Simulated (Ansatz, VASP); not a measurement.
## One calculation of Pt, two programs

Contents of POSCAR:

```
Pt
1.0
   -1.5346803414      1.5346803414      1.6881483755
    1.5346803414     -1.5346803414      1.6881483755
    1.5346803414      1.5346803414     -1.6881483755
Pt
1
Direct
    0.0000000000      0.0000000000      0.0000000000
```

The input INCAR.step1:

```
PREC     = Accurate       # precision mode
ENCUT    = 520            # plane-wave cutoff, eV
ISMEAR   = 0              # smearing method
SIGMA    = 0.15           # smearing width, eV
LREAL    = False          # projectors in reciprocal space
LASPH    = True           # aspherical terms in the spheres
NELM     = 80             # most SCF steps
NBANDS   = 11             # bands
GGA      = PE             # functional
ALGO     = Normal         # electronic algorithm
EDIFF    = 1E-4           # SCF threshold, eV
LWAVE    = True           # write WAVECAR
LCHARG   = False          # write CHGCAR
```

Contents of INCAR.step2:

```
PREC     = Accurate       # precision mode
ENCUT    = 520            # plane-wave cutoff, eV
EDIFF    = 1E-6           # SCF threshold, eV
ISMEAR   = 0              # smearing method
SIGMA    = 0.15           # smearing width, eV
LREAL    = False          # projectors in reciprocal space
LASPH    = True           # aspherical terms in the spheres
NELM     = 80             # most SCF steps
ALGO     = Normal         # electronic algorithm
ISIF     = 2              # what is computed and relaxed
LWAVE    = False          # write WAVECAR
LCHARG   = True           # write CHGCAR
METAGGA  = R2SCAN         # meta-GGA
LMIXTAU  = True         
LELF     = True           # ELF
LVHAR    = True         
NBANDS   = 11             # bands
ISTART   = 1
```

The input KPOINTS:

```
Automatic mesh
0
Gamma
  24 24 24
```

Input for Ansatz:

```yaml
crystal:
  lattice:
    - [-1.5346803414, 1.5346803414, 1.6881483755]
    - [1.5346803414, -1.5346803414, 1.6881483755]
    - [1.5346803414, 1.5346803414, -1.6881483755]
  atoms:
    - { symbol: Pt, position: [0.0, 0.0, 0.0] }
basis:
  ecutwfc: 500
kpoints:
  mp_grid: { grid: [24, 24, 24] }
hamiltonian:
  xc: r2scan
scf:
  occupations: { method: gaussian, width: 0.15 }
output:
  forces: true
  stress: true
  eigenvalues: true
  write_density: true
  write_potential: true
  elf: true
  volumetric_format: npy
```

Alike in both runs: task single point; functional r2SCAN; k mesh 24 × 24 × 24; occupations gaussian, width 0.15 eV; no spin polarisation.

|  | VASP | Ansatz |
| --- | --- | --- |
| version | VASP 6.6.1 | Ansatz 0.2.0 |
| potentials or method | VASP PAW PBE potentials, release 64 (Pt), cutoff 520 eV | scalar-relativistic, plane waves, PAW |
| valence electrons in the cell | 10 | 18 |

|  | VASP | Ansatz | Ansatz less VASP |
| --- | --- | --- | --- |
| gap on the k mesh at the Fermi level (eV) | none | none | - |
| pressure (GPa) | -6.5 | -7.0 | -0.52 |
| traceless stress, the component that is largest in VASP (GPa) | 3.52 | 3.48 | -0.045 |

VASP's potentials were made for PBE, not for r2SCAN. A gap of «none» marks a metal or a gap that the smearing closes. The functional is the same, so the differences come from potentials, cutoffs and numerics. VASP's potentials hold 10 valence electrons a cell and Ansatz's 18, so a difference there can come from the potentials and not from the codes.

Spin-orbit coupling is off throughout.
